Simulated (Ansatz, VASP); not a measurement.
One calculation of SiC, two programs

POSCAR

```
SiC
1.0
    3.0751950076      0.0000000000      0.0000000000
   -1.5375975038      2.6631969982      0.0000000000
    0.0000000000      0.0000000000      5.0481668526
Si C
2 2
Direct
    0.3333333333      0.6666666667      0.0046028828
    0.6666666667      0.3333333333      0.5046028828
    0.2607945142      0.6135645656      0.3803971172
    0.6666666667      0.3333333333      0.8803971172
```

File INCAR.step1:

```
  PREC = Accurate
  ENCUT = 520
  ISMEAR = 0
  SIGMA = 0.05
  LREAL = F
  LASPH = T
  NELM = 100
  NBANDS = 16
  GGA = PE
  ALGO = Normal
  EDIFF = 1E-4
  LWAVE = T
  LCHARG = F
```

INCAR.step2

```
  PREC = Accurate
  ENCUT = 520
  EDIFF = 1E-6
  ISMEAR = 0
  SIGMA = 0.05
  LREAL = F
  LASPH = T
  NELM = 100
  ALGO = Normal
  ISIF = 2
  LWAVE = F
  LCHARG = F
  METAGGA = R2SCAN
  LMIXTAU = T
  NBANDS = 16
  ISTART = 1
```

Contents of KPOINTS:

```
regular mesh
0
Gamma
  12 12 6
```

Input for Ansatz:

```yaml
crystal:
  lattice:
    - [3.0751950076, 0.0, 0.0]
    - [-1.5375975038, 2.6631969982, 0.0]
    - [0.0, 0.0, 5.0481668526]
  atoms:
    - { symbol: Si, position: [0.3333333333, 0.6666666667, 0.0046028828] }
    - { symbol: Si, position: [0.6666666667, 0.3333333333, 0.5046028828] }
    - { symbol: C, position: [0.2607945142, 0.6135645656, 0.3803971172] }
    - { symbol: C, position: [0.6666666667, 0.3333333333, 0.8803971172] }
basis:
  ecutwfc: 500
kpoints:
  mp_grid: { grid: [12, 12, 6] }
hamiltonian:
  xc: r2scan
scf:
  occupations: { method: gaussian, width: 0.05 }
output:
  forces: true
  stress: true
  eigenvalues: true
```

Alike in both runs: task single point; functional r2SCAN; k mesh 12 × 12 × 6; occupations gaussian, width 0.05 eV; no spin polarisation.

|  | VASP | Ansatz |
| --- | --- | --- |
| version | VASP 6.6.1 | Ansatz 0.2.0 |
| potentials or method | VASP PAW PBE potentials, release 64 (Si, C), cutoff 520 eV | scalar-relativistic, plane waves, PAW |
| valence electrons in the cell | 16 | 16 |

|  | VASP | Ansatz | Ansatz less VASP |
| --- | --- | --- | --- |
| gap on the k mesh at the Fermi level (eV) | 2.31 | 2.31 | -0.006 |
| least direct gap on the mesh (eV) | 4.29 | 4.28 | -0.006 |
| pressure (GPa) | 2.9 | 3.1 | +0.22 |
| traceless stress, the component that is largest in VASP (GPa) | 6.81 | 6.84 | +0.030 |
| rms of the force components (eV/Å) | 1.999 | 2.006 | +0.0066 |

VASP's potentials were made for PBE, not for r2SCAN. Atom by atom the forces differ by 0.007 eV/Å (rms over components).
